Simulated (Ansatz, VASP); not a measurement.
## Nb in VASP and in Ansatz

```xyz
1
Lattice="-1.6588 1.6588 1.6588 1.6588 -1.6588 1.6588 1.6588 1.6588 -1.6588" Properties=species:S:1:pos:R:3 pbc="T T T"
Nb    0.0000    0.0000    0.0000
```

Alike in both runs: task relaxation of cell and atoms; functional r2SCAN; k mesh 18 × 18 × 18; occupations gaussian, width 0.1 eV; no spin polarisation.

|  | VASP | Ansatz |
| --- | --- | --- |
| version | VASP 6.6.1 | Ansatz 0.2.0 |
| potentials or method | VASP PAW PBE potentials, release 64 (Nb_sv), cutoff 600 eV | scalar-relativistic, plane waves, PAW |
| valence electrons in the cell | 13 | 13 |

```tsv
	VASP	Ansatz	Ansatz less VASP
gap on the k mesh at the Fermi level, each at its own relaxed structure (eV)	none	none	-
relaxed volume (Å³/atom)	18.03	18.05	+0.018
relaxed cell length with the largest relative difference (Å)	2.861	2.862	+0.0010
```

VASP's potentials were made for PBE, not for r2SCAN. A gap of «none» marks a metal or a gap that the smearing closes.
